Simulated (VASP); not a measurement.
# Ga (I-43d) in VASP: further runs

Ga is run at these levels: PBEsol; tasks: single point.

Program: VASP 6.6.1. These are calculated values, not measurements. Logs are shortened: lines on timing, memory, paths and dates and some standing lists are left out, and cuts for length are marked.

**1. The cell of the first run**

It takes space group I-43d (No. 220, cubic). Conventional cell: a = 5.830 Å, b = 5.830 Å, c = 5.830 Å, α = 90.00°, β = 90.00°, γ = 90.00°. Ga (site symmetry -4) has 12 Ga at 2.73 to 3.26 Å within 3.6 Å.

**2. Single point, PBEsol**

File INCAR:

```
SYSTEM = Ga
PREC = Accurate ; ENCUT = 520
EDIFF = 1E-6 ; ISMEAR = -1
SIGMA = 0.15 ; LREAL = .FALSE.
LASPH = .TRUE. ; NELM = 60
ALGO = Normal ; ISIF = 2
LWAVE = .FALSE. ; LCHARG = .FALSE.
GGA = PS ; NBANDS = 48
```

File KPOINTS:

```
Automatic mesh
0
G
  6 6 6
  0 0 0
```

File POSCAR:

```
Ga
1.0
   -2.9147584665      2.9147584665      2.9147584665
    2.9147584665     -2.9147584665      2.9147584665
    2.9147584665      2.9147584665     -2.9147584665
Ga
6
Direct
    0.2500000000      0.6250000000      0.3750000000
    0.3750000000      0.2500000000      0.6250000000
    0.7500000000      0.8750000000      0.1250000000
    0.1250000000      0.7500000000      0.8750000000
    0.6250000000      0.3750000000      0.2500000000
    0.8750000000      0.1250000000      0.7500000000
```

Potentials or basis: VASP PAW PBE potentials, release 64 (Ga_d).

Run with:

```bash
> cat potpaw_PBE.64/Ga_d/POTCAR > POTCAR
> mpirun -np 1 vasp_std > vasp.out
```

OUTCAR:

```text
SYSTEM = Ga
   PREC = Accurate
   ENCUT = 520
   EDIFF = 1E-6
   ISMEAR = -1
   LREAL = .FALSE.
   LASPH = .TRUE.
   NELM = 60
   ISIF = 2
   GGA = PS

 ion  position               nearest neighbor table
   1  0.250  0.625  0.375-   2 2.73   2 2.73   5 2.73   4 2.73   4 2.73   5 2.73   6 2.73   6 2.73

   2  0.375  0.250  0.625-   1 2.73   1 2.73   5 2.73   6 2.73   5 2.73   6 2.73   3 2.73   3 2.73

   3  0.750  0.875  0.125-   4 2.73   4 2.73   5 2.73   6 2.73   5 2.73   6 2.73   2 2.73   2 2.73

   4  0.125  0.750  0.875-   3 2.73   3 2.73   6 2.73   1 2.73   1 2.73   6 2.73   5 2.73   5 2.73

   5  0.625  0.375  0.250-   1 2.73   1 2.73   2 2.73   3 2.73   2 2.73   3 2.73   4 2.73   4 2.73

   6  0.875  0.125  0.750-   4 2.73   2 2.73   3 2.73   4 2.73   3 2.73   2 2.73   1 2.73   1 2.73

  LATTYP: Found a body centered cubic cell.
 ALAT       =     5.8295169330

  Lattice vectors:

 A1 = (  -2.9147584665,   2.9147584665,   2.9147584665)
 A2 = (   2.9147584665,  -2.9147584665,   2.9147584665)
 A3 = (   2.9147584665,   2.9147584665,  -2.9147584665)

Analysis of symmetry for initial positions (statically):
=====================================================================
 Subroutine PRICEL returns:
 Original cell was already a primitive cell.

 Routine SETGRP: Setting up the symmetry group for a
 body centered cubic supercell.

 Subroutine GETGRP returns: Found 24 space group operations
 (whereof  3 operations were pure point group operations)
 out of a pool of 48 trial point group operations.

The static configuration has the point symmetry C_3 .
 The point group associated with its full space group is T_d .

Analysis of symmetry for dynamics (positions and initial velocities):
=====================================================================
 Subroutine PRICEL returns:
 Original cell was already a primitive cell.

 Routine SETGRP: Setting up the symmetry group for a
 body centered cubic supercell.

 Subroutine GETGRP returns: Found 24 space group operations
 (whereof  3 operations were pure point group operations)
 out of a pool of 48 trial point group operations.

The dynamic configuration has the point symmetry C_3 .
 The point group associated with its full space group is T_d .

 Subroutine INISYM returns: Found 24 space group operations
 (whereof  3 operations are pure point group operations),
 and found     1 'primitive' translations

----------------------------------------------------------------------------------------

                                     Primitive cell

  volume of cell :      99.0530

  direct lattice vectors                    reciprocal lattice vectors
    -2.914758466  2.914758466  2.914758466     0.000000000  0.171540800  0.171540800
     2.914758466 -2.914758466  2.914758466     0.171540800  0.000000000  0.171540800
     2.914758466  2.914758466 -2.914758466     0.171540800  0.171540800  0.000000000

  length of vectors
     5.048509756  5.048509756  5.048509756     0.242595326  0.242595326  0.242595326

  position of ions in fractional coordinates (direct lattice)
     0.250000000  0.625000000  0.375000000
     0.375000000  0.250000000  0.625000000
     0.750000000  0.875000000  0.125000000
     0.125000000  0.750000000  0.875000000
     0.625000000  0.375000000  0.250000000
     0.875000000  0.125000000  0.750000000

  ion indices of the primitive-cell ions
   primitive index   ion index
                 1           1
                 2           2
                 3           3
                 4           4
                 5           5
                 6           6

----------------------------------------------------------------------------------------

 KPOINTS: Automatic mesh

Automatic generation of k-mesh.
 Grid dimensions read from file:
 generate k-points for:    6    6    6

 Generating k-lattice:

  Cartesian coordinates                     Fractional coordinates (reciprocal lattice)
     0.000000000  0.028590133  0.028590133     0.166666667  0.000000000  0.000000000
     0.028590133  0.000000000  0.028590133     0.000000000  0.166666667  0.000000000
     0.028590133  0.028590133  0.000000000     0.000000000  0.000000000  0.166666667

  Length of vectors
     0.040432554  0.040432554  0.040432554

  Shift w.r.t. Gamma in fractional coordinates (k-lattice)
     0.000000000  0.000000000  0.000000000

 Subroutine IBZKPT returns following result:
 ===========================================

 Found     16 irreducible k-points:

 Following reciprocal coordinates:
            Coordinates               Weight
  0.000000  0.000000  0.000000      1.000000
  0.166667  0.000000  0.000000     12.000000
  0.333333  0.000000  0.000000     12.000000
  0.500000  0.000000  0.000000      6.000000
  0.166667  0.166667  0.000000     24.000000
  0.333333  0.166667 -0.000000     48.000000
[... 8 lines left out ...]
  0.500000  0.500000  0.333333     12.000000
  0.500000  0.500000  0.500000      1.000000
   k-points           NKPTS =     16   k-points in BZ     NKDIM =     16   number of bands    NBANDS=     48
   number of dos      NEDOS =    301   number of ions     NIONS =      6
   total plane-waves  NPLWV =  64000
   dimension x,y,z NGX =    40 NGY =   40 NGZ =   40
   dimension x,y,z NGXF=    80 NGYF=   80 NGZF=   80
   ions per type =               6
   NGX,Y,Z   is equivalent  to a cutoff of  13.17, 13.17, 13.17 a.u.
   NGXF,Y,Z  is equivalent  to a cutoff of  26.34, 26.34, 26.34 a.u.
 SYSTEM =  Ga
   PREC   = accura    normal or accurate (medium, high low for compatibility)
   ISTART =      0    job   : 0-new  1-cont  2-samecut
   ICHARG =      2    charge: 1-file 2-atom 10-const
   ISPIN  =      1    spin polarized calculation?
   LNONCOLLINEAR =      F non collinear calculations
   LSORBIT =      F    spin-orbit coupling
   LASPH  =      T    aspherical Exc in radial PAW
   ENCUT  =  520.0 eV  38.22 Ry    6.18 a.u.   9.39  9.39  9.39*2*pi/ulx,y,z
   NELM   =     60;   NELMIN=  2; NELMDL= -5     # of ELM steps
   EDIFF  = 0.1E-05   stopping-criterion for ELM
   LREAL  =      F    real-space projection
   EDIFFG = 0.1E-04   stopping-criterion for IOM
   NSW    =      0    number of steps for IOM
   IBRION =     -1    ionic relax: 0-MD 1-quasi-New 2-CG
   NFREE  =      0    steps in history (QN), initial steepest desc. (CG)
   ISIF   =      2    stress and relaxation
   ISYM   =      2    0-nonsym 1-usesym 2-fastsym
   POTIM  = 0.5000    time-step for ionic-motion
   TEBEG  =    0.0;   TEEND  =   0.0 temperature during run
   PSTRESS=    0.0 pullay stress
   NELECT =      78.0000    total number of electrons
   NUPDOWN=      -1.0000    fix difference up-down
   EMIN   =  10.00;   EMAX   =-10.00  energy-range for DOS
   EFERMI =   0.00;   METHOD = LEGACY
   ISMEAR =    -1;   SIGMA  =   0.15  broadening in eV -4-tet -1-fermi 0-gaus
   EFERMI_NEDOS =   21; number of points for ismear=-14 and -15
   IALGO  =     38    algorithm
   IMIX   =      4    mixing-type and parameters
     AMIX     =   0.40;   BMIX     =  1.00
     AMIX_MAG =   1.60;   BMIX_MAG =  1.00
  volume/ion in A,a.u.               =      16.51       111.41
  Fermi-wavevector in a.u.,A,eV,Ry     =   1.511763  2.856818 31.095139  2.285428
  Thomas-Fermi vector in A             =   2.621777
   LORBIT       =      0    0 simple, 1 ext, 2 COOP (PROOUT), +10 PAW based schemes
   GGA     = PS    functional components
   LHFCALC =     F    Hartree Fock is set to
   AEXX    =    0.0000 exact exchange contribution
   IVDW    =     0    specifies the selected vdW correction
   LEPSILON=     F    determine dielectric tensor
   LRPA    =     F    only Hartree local field effects (RPA)
 non-spin polarized calculation
  energy-cutoff  :      520.00
  volume of cell :       99.05
 maximum number of plane-waves:      2718
 NGX is ok and might be reduce to    40
   NGX = 19   NGY = 19   NGZ = 19

 number of electron      78.0000008 magnetization

 Free energy of the ion-electron system (eV)
  ---------------------------------------------------
  ext. energy  EPLUGINS =         0.00000000
  ---------------------------------------------------
  free energy    TOTEN  =       -19.97558567 eV

  energy without entropy =      -19.79723922  energy(sigma->0) =      -19.88641245

 E-fermi :   6.5731     XC(G=0): -11.8225

 val. band max:        6.4820172161   @ k =   0.3333   0.3333   0.0000
 cond. band min:       6.6049809755   @ k =  -0.3333   0.3333   0.1667
 fundamental gap:      0.1229637594
 Fermi energy:         6.5731199012

 k-point     1 :       0.0000    0.0000    0.0000
  band No.  band energies     occupation
      1      -8.4985      2.00000
      2      -8.4481      2.00000
      3      -8.4481      2.00000
      4      -8.4037      2.00000
      5      -8.4037      2.00000
      6      -8.4037      2.00000
[... 40 lines left out ...]
     47      13.3486      0.00000
     48      13.3486      0.00000

 k-point     2 :       0.1667    0.0000    0.0000
  band No.  band energies     occupation
      1      -8.4945      2.00000
      2      -8.4841      2.00000
      3      -8.4834      2.00000
      4      -8.4492      2.00000
      5      -8.4270      2.00000
      6      -8.4254      2.00000
[... 40 lines left out ...]
     47      13.8307      0.00000
     48      15.7518      0.00000

 k-point     3 :       0.3333    0.0000    0.0000
  band No.  band energies     occupation
      1      -8.5412      2.00000
      2      -8.5311      2.00000
      3      -8.4894      2.00000
      4      -8.4733      2.00000
      5      -8.4380      2.00000
      6      -8.4213      2.00000
[... 652 lines left out ...]
     47      14.0136      0.00000
     48      14.0136      0.00000

 k-point    16 :       0.5000    0.5000    0.5000
  band No.  band energies     occupation
      1      -8.5170      2.00000
      2      -8.5170      2.00000
      3      -8.5170      2.00000
      4      -8.5170      2.00000
      5      -8.5170      2.00000
      6      -8.5170      2.00000
[... 40 lines left out ...]
     47      15.0388      0.00000
     48      15.0388      0.00000

------------------------ aborting loop because EDIFF is reached ----------------------------------------

  FORCE on cell =-STRESS in cart. coord.  units (eV):
  Direction    XX          YY          ZZ          XY          YZ          ZX
  --------------------------------------------------------------------------------------
  -------------------------------------------------------------------------------------
  Total        3.2229070      3.2229070      3.2229070      0.0000000     -0.0000000     -0.0000000
  in kB       52.1303507     52.1303507     52.1303507      0.0000000     -0.0000000     -0.0000000
  external PRESSURE =      52.1303507 kB  Pullay stress =       0.0000000 kB

 VOLUME and BASIS-vectors are now :
 -----------------------------------------------------------------------------
  energy-cutoff  :      520.00
  volume of cell :       99.05
      direct lattice vectors                 reciprocal lattice vectors
    -2.914758466  2.914758466  2.914758466     0.000000000  0.171540800  0.171540800
     2.914758466 -2.914758466  2.914758466     0.171540800  0.000000000  0.171540800
     2.914758466  2.914758466 -2.914758466     0.171540800  0.171540800  0.000000000

 POSITION                                       TOTAL-FORCE (eV/Angst)
 -----------------------------------------------------------------------------------
      2.18607     -0.00000      1.45738        -0.000000     -0.000000      0.000000
      1.45738      2.18607     -0.00000        -0.000000      0.000000     -0.000000
      0.72869     -0.00000      4.37214         0.000000     -0.000000     -0.000000
      4.37214      0.72869      0.00000         0.000000     -0.000000      0.000000
     -0.00000      1.45738      2.18607        -0.000000      0.000000     -0.000000
      0.00000      4.37214      0.72869         0.000000     -0.000000      0.000000
 -----------------------------------------------------------------------------------
    total drift:                                0.000000      0.000000      0.000000

  FREE ENERGIE OF THE ION-ELECTRON SYSTEM (eV)
  ---------------------------------------------------
  free  energy   TOTEN  =       -19.9755856674 eV

  energy  without entropy=      -19.7972392241  energy(sigma->0) =      -19.88641245
```

It took 35 s on 1 thread of Intel Xeon 6975P-C (Granite Rapids), shared host; peak memory 0.25 GiB.

What came out:

```yaml
Free_energy: -19.9756 eV
Pressure: 5.2 GPa
Band_gap_on_the_k_mesh: zero (bands 39 and 40 overlap by 4.21 eV)
```

Levels at points of the mesh, in eV from the Fermi level:
```csv
k point,band 37,band 38,band 39,band 40,band 41,band 42
"(0.00, 0.00, 0.00)",-2.57,-2.57,-2.57,-2.15,-2.15,-2.15
"(0.50, 0.00, 0.00)",-0.98,-0.98,-0.19,-0.19,3.17,3.17
"(0.50, 0.50, 0.50)",1.52,1.52,1.81,1.81,1.81,1.81
```

Caveat: the cell stands under pressure; the PAW data sets were made with another functional, which shifts forces and pressure a little.

**3. Single point, PBEsol**

This run uses another cell than the first one, of 16.86 Å³/atom.

File INCAR:

```
ALGO     = Normal         # electronic algorithm
EDIFF    = 1E-6           # SCF threshold, eV
ENCUT    = 520            # plane-wave cutoff, eV
GGA      = PS             # functional
ISIF     = 2              # what is computed and relaxed
ISMEAR   = -1             # smearing method
LASPH    = T              # aspherical terms in the spheres
LCHARG   = F              # write CHGCAR
LREAL    = F              # projectors in reciprocal space
LWAVE    = F              # write WAVECAR
NBANDS   = 48             # bands
NELM     = 100            # most SCF steps
PREC     = Accurate       # precision mode
SIGMA    = 0.15           # smearing width, eV
```

File KPOINTS:

```
k-points
0
Gamma
  6 6 6
```

Edit POSCAR of step 2 so:

```diff
@@ -2,5 +2,5 @@
 1.0
-   -2.9147584665      2.9147584665      2.9147584665
-    2.9147584665     -2.9147584665      2.9147584665
-    2.9147584665      2.9147584665     -2.9147584665
+   -2.9352856109      2.9352856109      2.9352856109
+    2.9352856109     -2.9352856109      2.9352856109
+    2.9352856109      2.9352856109     -2.9352856109
 Ga
```

Potentials or basis: VASP PAW PBE potentials, release 64 (Ga_d).

Run with:

```bash
> cat potpaw_PBE.64/Ga_d/POTCAR > POTCAR
> mpirun -np 1 vasp_std > vasp.out
```

Wall time 33 s (1 thread of Intel Xeon 6975P-C (Granite Rapids), shared host); peak memory 0.25 GiB.

The run converged. Its results:

| Quantity | Value |
| --- | --- |
| Free energy | -20.0319 eV |
| Pressure | 3.5 GPa |
| Band gap on the k mesh | zero (bands 39 and 40 overlap by 4.11 eV) |

Levels at points of the mesh, in eV from the Fermi level:
```csv
k point,band 35,band 36,band 37,band 38,band 39,band 40,band 41,band 42,band 43,band 44
"(0.00, 0.00, 0.00)",-2.92,-2.92,-2.49,-2.49,-2.49,-2.08,-2.08,-2.08,-1.96,5.62
"(0.50, 0.00, 0.00)",-4.83,-4.83,-0.94,-0.94,-0.22,-0.22,3.13,3.13,3.56,3.56
"(0.50, 0.50, 0.50)",-7.32,-7.32,1.53,1.53,1.78,1.78,1.78,1.78,1.78,1.78
```

Caveat: the cell stands under pressure; the PAW data sets were made with another functional, which shifts forces and pressure a little.

**4. Single point, PBEsol**

This run uses another cell than the first one, of 17.21 Å³/atom.

File INCAR:

```
PREC     = Accurate       # precision mode
ENCUT    = 520            # plane-wave cutoff, eV
EDIFF    = 1E-6           # SCF threshold, eV
ISMEAR   = -1             # smearing method
SIGMA    = 0.15           # smearing width, eV
LREAL    = False          # projectors in reciprocal space
LASPH    = True           # aspherical terms in the spheres
NELM     = 60             # most SCF steps
ALGO     = Normal         # electronic algorithm
ISIF     = 2              # what is computed and relaxed
LWAVE    = False          # write WAVECAR
LCHARG   = False          # write CHGCAR
GGA      = PS             # functional
NBANDS   = 48             # bands
```

File KPOINTS:

```
Automatic mesh
0
Gamma
  6 6 6
```

Edit POSCAR of step 3 so:

```diff
@@ -2,5 +2,5 @@
 1.0
-   -2.9352856109      2.9352856109      2.9352856109
-    2.9352856109     -2.9352856109      2.9352856109
-    2.9352856109      2.9352856109     -2.9352856109
+   -2.9555295996      2.9555295996      2.9555295996
+    2.9555295996     -2.9555295996      2.9555295996
+    2.9555295996      2.9555295996     -2.9555295996
 Ga
```

Potentials or basis: VASP PAW PBE potentials, release 64 (Ga_d).

Run with:

```bash
> cat potpaw_PBE.64/Ga_d/POTCAR > POTCAR
> mpirun -np 1 vasp_std > vasp.out
```

OUTCAR:

```text
PREC = Accurate
   ENCUT = 520
   EDIFF = 1E-6
   ISMEAR = -1
   LREAL = False
   LASPH = True
   NELM = 60
   ISIF = 2
   GGA = PS

 ion  position               nearest neighbor table
   1  0.250  0.625  0.375-   6 2.76   5 2.76   6 2.76   4 2.76   2 2.76   4 2.76   2 2.76   5 2.76

   2  0.375  0.250  0.625-   5 2.76   5 2.76   6 2.76   6 2.76   1 2.76   1 2.76   3 2.76   3 2.76

   3  0.750  0.875  0.125-   6 2.76   5 2.76   6 2.76   5 2.76   4 2.76   2 2.76   2 2.76   4 2.76

[... 1018 lines left out ...]
  -------------------------------------------------------------------------------------
  Total        1.3091144      1.3091144      1.3091144      0.0000000     -0.0000000      0.0000000
  in kB       20.3105764     20.3105764     20.3105764      0.0000000     -0.0000000      0.0000000
  external PRESSURE =      20.3105764 kB  Pullay stress =       0.0000000 kB

 VOLUME and BASIS-vectors are now :
 -----------------------------------------------------------------------------
  energy-cutoff  :      520.00
  volume of cell :      103.27
      direct lattice vectors                 reciprocal lattice vectors
    -2.955529600  2.955529600  2.955529600     0.000000000  0.169174418  0.169174418
     2.955529600 -2.955529600  2.955529600     0.169174418  0.000000000  0.169174418
     2.955529600  2.955529600 -2.955529600     0.169174418  0.169174418  0.000000000

 POSITION                                       TOTAL-FORCE (eV/Angst)
 -----------------------------------------------------------------------------------
      2.21665      0.00000      1.47776         0.000000     -0.000000      0.000000
      1.47776      2.21665      0.00000         0.000000     -0.000000     -0.000000
      0.73888     -0.00000      4.43329        -0.000000      0.000000     -0.000000
      4.43329      0.73888      0.00000        -0.000000      0.000000      0.000000
      0.00000      1.47776      2.21665        -0.000000     -0.000000      0.000000
     -0.00000      4.43329      0.73888         0.000000     -0.000000     -0.000000
 -----------------------------------------------------------------------------------
    total drift:                                0.000000      0.000000      0.000000

  FREE ENERGIE OF THE ION-ELECTRON SYSTEM (eV)
  ---------------------------------------------------
  free  energy   TOTEN  =       -20.0672844612 eV

  energy  without entropy=      -19.8802402676  energy(sigma->0) =      -19.97376236
```

Run time: 34 s. Hardware: 1 thread of Intel Xeon 6975P-C (Granite Rapids), shared host; peak memory 0.25 GiB.

What came out:

| Item | Value |
| --- | --- |
| Free energy | -20.0673 eV |
| Pressure | 2.0 GPa |
| Band gap on the k mesh | zero (bands 39 and 40 overlap by 4.01 eV) |

Caveat: the PAW data sets were made with another functional, which shifts forces and pressure a little.

(Part 1 of 2 ends here.)
